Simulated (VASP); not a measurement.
Input of a VASP 6.6.1 run:

File INCAR:

```
SYSTEM = CuAu
PREC = Accurate ; ENCUT = 520
EDIFF = 1E-6 ; ISMEAR = 0
SIGMA = 0.05 ; LREAL = .False.
LASPH = .True. ; NELM = 60
ALGO = Normal ; ISIF = 2
LWAVE = .False. ; LCHARG = .False.
GGA = CA ; NBANDS = 18
```

File KPOINTS:

```
regular mesh
0
Gamma
  8 8 6
  0 0 0
```

Contents of POSCAR:

```
CuAu
1.0
    2.8107494552      0.0000000000      0.0000000000
    0.0000000000      2.8107494552      0.0000000000
    0.0000000000      0.0000000000      3.6850000000
Au Cu
1 1
Direct
    0.0000000000      0.0000000000      0.0000000000
    0.5000000000      0.5000000000      0.5000000000
```

Potentials or basis: VASP PAW LDA potentials, release 64 (Au, Cu).

Run with:

```console
$ cat potpaw_LDA.64/Au/POTCAR potpaw_LDA.64/Cu/POTCAR > POTCAR
$ mpirun -np 1 vasp_std > vasp.out
```

Q: What does it give for the pressure?

A: -8.1 GPa.

Q: Estimate the band gap on the k mesh.

A: Zero (band 11 reaches 13.76 eV, above the bottom of band 12 at 6.48 eV).

Stress tensor (GPa, compression positive):
```
-7.18  0.00  0.00
 0.00 -7.18  0.00
 0.00  0.00 -9.83
```

Caveat: spin-orbit coupling is left out, which moves the levels of the heavy elements.
